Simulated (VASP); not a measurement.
**Ni: single point with BLYP**

Crystal: Ni.

```xyz
2
Lattice="2.5261 0.0000 0.0000 -1.2631 2.1877 0.0000 0.0000 0.0000 4.1564" Properties=species:S:1:pos:R:3 pbc="T T T"
Ni    0.0000    1.4585    1.0391
Ni    1.2631    0.7292    3.1173
```

This isn't the form of Ni at room conditions, which is fcc.

```
Program                : VASP 6.6.1
Task                   : single point
Functional             : BLYP
Potentials or basis    : VASP PAW PBE potentials, release 64 (Ni)
Cutoff                 : 520 eV
k mesh                 : 23 × 23 × 13
Occupations            : fermi-dirac, width 0.05 eV
Spin                   : collinear spin, ferromagnetic start
Starting moments       : [0.666, 0.666] μB
Dipole correction      : no
Further INCAR settings : ALGO = Normal; EDIFF = 1e-06; NBANDS = 21
```

```
Pressure                                              : 0.0 GPa
Net moment                                            : 1.21 μB per cell
Site moments                                          : Ni +0.62 μB
Valence electrons inside the program's atomic spheres : Ni 9.27
```

Stress tensor (GPa, compression positive):
```
-0.06  0.00  0.00
 0.00 -0.06  0.00
 0.00  0.00  0.19
```

Levels at points of the mesh, in eV from the Fermi level:
Spin up:
```
           k point  band 7  band 8  band 9  band 10  band 11  band 12  band 13  band 14  band 15  band 16
(0.00, 0.00, 0.00)   -1.95   -1.55   -1.55    -0.68    -0.68    -0.05     5.22    22.62    23.55    23.55
```
Spin down:
```
           k point  band 7  band 8  band 9  band 10  band 11  band 12
(0.00, 0.00, 0.00)   -1.30   -0.93   -0.93    -0.07    -0.02    -0.02
```

Run time: 3.8 min on 1 thread of Intel(R) Xeon(R) Platinum 8259CL CPU @ 2.50GHz (Skylake/Cascade Lake) (shared host), peak memory 0.35 GiB.

Caveat: the PAW data sets were made with another functional, which shifts forces and pressure a little.
